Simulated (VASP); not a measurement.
Write the native input for VASP 6.6.1 that does the following.

| Quantity | Value |
| --- | --- |
| Task | single point |
| Functional | r2SCAN |
| Potentials or basis | VASP PAW PBE potentials, release 64 (K_sv, Mg, F) |
| Cutoff | 520 eV |
| k mesh | 4 × 4 × 4 |
| Occupations | gaussian, width 0.01 eV |
| Spin | no spin polarisation |
| Dipole correction | no |
| Further INCAR settings | ALGO = Normal; EDIFF = 1e-06; NBANDS = 24 |

Crystal: KMgF3.

```
K Mg F
1.0
     3.93203    0.00000    0.00000
     0.00000    3.93203    0.00000
     0.00000    0.00000    3.93203
K Mg F
1 1 3
Direct
  0.50000 0.50000 0.50000
  0.00000 0.00000 0.00000
  0.50000 0.00000 0.00000
  0.00000 0.50000 0.00000
  0.00000 0.00000 0.50000
```

One way to write it, as run:

POSCAR

```
KMgF3
1.0
    3.9320298828      0.0000000000      0.0000000000
    0.0000000000      3.9320298828      0.0000000000
    0.0000000000      0.0000000000      3.9320298828
K Mg F
1 1 3
Direct
    0.5000000000      0.5000000000      0.5000000000
    0.0000000000      0.0000000000      0.0000000000
    0.5000000000      0.0000000000      0.0000000000
    0.0000000000      0.5000000000      0.0000000000
    0.0000000000      0.0000000000      0.5000000000
```

INCAR.step1

```
SYSTEM = KMgF3
PREC = Accurate
ENCUT = 520
ISMEAR = 0
SIGMA = 0.01
LREAL = .False.
LASPH = .True.
NELM = 60
NBANDS = 24
GGA = PE
ALGO = Normal
EDIFF = 1E-4
LWAVE = .True.
LCHARG = .False.
```

INCAR.step2

```
SYSTEM = KMgF3
PREC = Accurate
ENCUT = 520
EDIFF = 1E-6
ISMEAR = 0
SIGMA = 0.01
LREAL = .False.
LASPH = .True.
NELM = 60
ALGO = Normal
ISIF = 2
LWAVE = .False.
LCHARG = .False.
METAGGA = R2SCAN
LMIXTAU = .True.
NBANDS = 24
ISTART = 1
```

KPOINTS

```
Automatic mesh
0
Gamma
  4 4 4
  0 0 0
```

Potentials or basis: VASP PAW PBE potentials, release 64 (K_sv, Mg, F).

Launch:

```console
$ cat potpaw_PBE.64/K_sv/POTCAR potpaw_PBE.64/Mg/POTCAR potpaw_PBE.64/F/POTCAR > POTCAR
$ cp INCAR.step1 INCAR
$ mpirun -np 1 vasp_std > vasp.out
$ cp INCAR.step2 INCAR
$ mpirun -np 1 vasp_std > vasp.out
```

It gave:

The pressure is 2.5 GPa. The band gap on the k mesh is 8.58 eV, indirect (least direct gap 8.90 eV).

Caveat: the PAW data sets were made with another functional, which shifts forces and pressure a little.

Run time: 75 s on 1 thread of AMD EPYC 9R45 (Zen 5) (shared host), peak memory 0.14 GiB.
